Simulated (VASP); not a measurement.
Here is a VASP 6.6.1 calculation.

INCAR

```
ALGO     = Normal         # electronic algorithm
EDIFF    = 1E-8           # SCF threshold, eV
ENCUT    = 520            # plane-wave cutoff, eV
GGA      = PE             # functional
ISIF     = 2              # what is computed and relaxed
ISMEAR   = 0              # smearing method
LASPH    = True           # aspherical terms in the spheres
LCHARG   = False          # write CHGCAR
LEPSILON = True           # dielectric tensor by DFPT
LREAL    = False          # projectors in reciprocal space
LWAVE    = False          # write WAVECAR
NELM     = 100            # most SCF steps
PREC     = Accurate       # precision mode
SIGMA    = 0.01           # smearing width, eV
```

KPOINTS

```
k-points
0
Gamma
  6 6 4
```

POSCAR

```
HfO2
1.0
    3.5766926640      0.0000000000      0.0000000000
    0.0000000000      3.5766926640      0.0000000000
    0.0000000000      0.0000000000      5.2022243965
Hf O
2 4
Direct
    0.5000000000      0.5000000000      0.5000000000
    0.0000000000      0.0000000000      0.0000000000
    0.0000000000      0.5000000000      0.6962101057
    0.5000000000      0.0000000000      0.8037898943
    0.5000000000      0.0000000000      0.3037898943
    0.0000000000      0.5000000000      0.1962101057
```

Potentials or basis: VASP PAW PBE potentials, release 64 (Hf_pv, O).

The run is started by

```console
$ cat potpaw_PBE.64/Hf_pv/POTCAR potpaw_PBE.64/O/POTCAR > POTCAR
$ mpirun -np 1 vasp_std > vasp.out
```

(1) What does it give for the electronic dielectric tensor (diagonal)?

(2) Estimate the Born charges (mean of the diagonal).

(3) Predict the band gap on the k mesh.

Answers

(1) 5.20, 5.20, 4.68.

(2) Hf +5.27; O -2.63 e.

(3) 4.71 eV (least direct gap 4.78 eV).

Caveat: spin-orbit coupling is left out, which moves the levels of the heavy elements.
